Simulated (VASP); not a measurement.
Set up this calculation in VASP 6.6.1, as the native input.

* Task: single point
* Functional: PBE
* Potentials or basis: VASP PAW PBE potentials, release 64 (Mg, O, C, F)
* Cutoff: 520 eV
* k mesh: 2 × 2 × 1
* Occupations: gaussian, width 0.05 eV
* Spin: no spin polarisation
* Dipole correction: no
* Further INCAR settings: LREAL = Auto; ALGO = Normal; EDIFF = 1e-06; NBANDS = 84

The structure of Mg12CO12F4 lies in POSCAR:

```
Mg12CO12F4
1.0
    5.6059430000      0.0000000000      0.0000000000
    2.8029710000      4.8548890000      0.0000000000
    0.0000000000      0.0000000000     16.7215410000
Mg O C F
12 12 1 4
Direct
    0.0000000000      0.0000000000      0.0598031007
   -0.0000001407      0.5000001030      0.0598031007
    0.4999999108      0.0000000000      0.0598031007
    0.4999999485      0.5000001030      0.0598031007
    0.6658731548      0.6670675684      0.2121403165
    0.6666631343      0.1666672503      0.2120175407
    0.1670707493      0.6670525320      0.2121407949
    0.1670650750      0.1658756771      0.2121407949
    0.3335266466      0.3332045285      0.3624728128
    0.3333308614      0.8333358394      0.3682195917
    0.8332141899      0.3332780626      0.3624276614
    0.8332797191      0.8335068011      0.3624364525
    0.3333333459      0.8333333677      0.1282363270
    0.3333333082      0.3333332647      0.1282363270
    0.8333332567      0.8333333677      0.1282363270
    0.8333333974      0.3333332647      0.1282363270
    0.0000038187      0.4999982492      0.2788263952
    0.0003546082     -0.0001808486      0.2799218684
    0.4998274272      0.5003479997      0.2799301811
    0.4998216877     -0.0001701378      0.2799327526
    0.6667731971      0.1666272906      0.4308340362
    0.6776817746      0.6611932837      0.4317952514
    0.1610789802      0.1776423725      0.4318024876
    0.1611882927      0.6611840147      0.4318027866
    0.6720324968      0.1641658543      0.6647274913
    0.5928054495      0.4180861808      0.6395453625
    0.4965622844      0.0856334717      0.6397608330
    0.9252541525     -0.0106105413      0.6390725592
    0.6735139491      0.1635468906      0.7462131032
```

The input as run:

INCAR

```
SYSTEM = Mg12CO12F4
ALGO = Normal ; EDIFF = 1E-6
ENCUT = 520 ; GGA = PE
ISIF = 2 ; ISMEAR = 0
LASPH = .TRUE. ; LCHARG = .FALSE.
LREAL = Auto ; LWAVE = .FALSE.
NBANDS = 84 ; NELM = 100
PREC = Accurate ; SIGMA = 0.05
```

KPOINTS

```
k-points
0
G
  2 2 1
  0 0 0
```

Potentials or basis: VASP PAW PBE potentials, release 64 (Mg, O, C, F).

The run is started by

```console
$ cat potpaw_PBE.64/Mg/POTCAR potpaw_PBE.64/O/POTCAR potpaw_PBE.64/C/POTCAR potpaw_PBE.64/F/POTCAR > POTCAR
$ mpirun -np 1 vasp_std > vasp.out
```

Results of the run:

* Largest force: 0.452 eV/Å
* Band gap on the k mesh: zero (bands 64 and 65 overlap by 0.37 eV)

Caveat: the k points lie up to 0.65 Å⁻¹ apart.

Run time: 6.1 min on 1 thread of Intel(R) Xeon(R) Platinum 8488C (Sapphire Rapids) (shared host), peak memory 0.55 GiB.
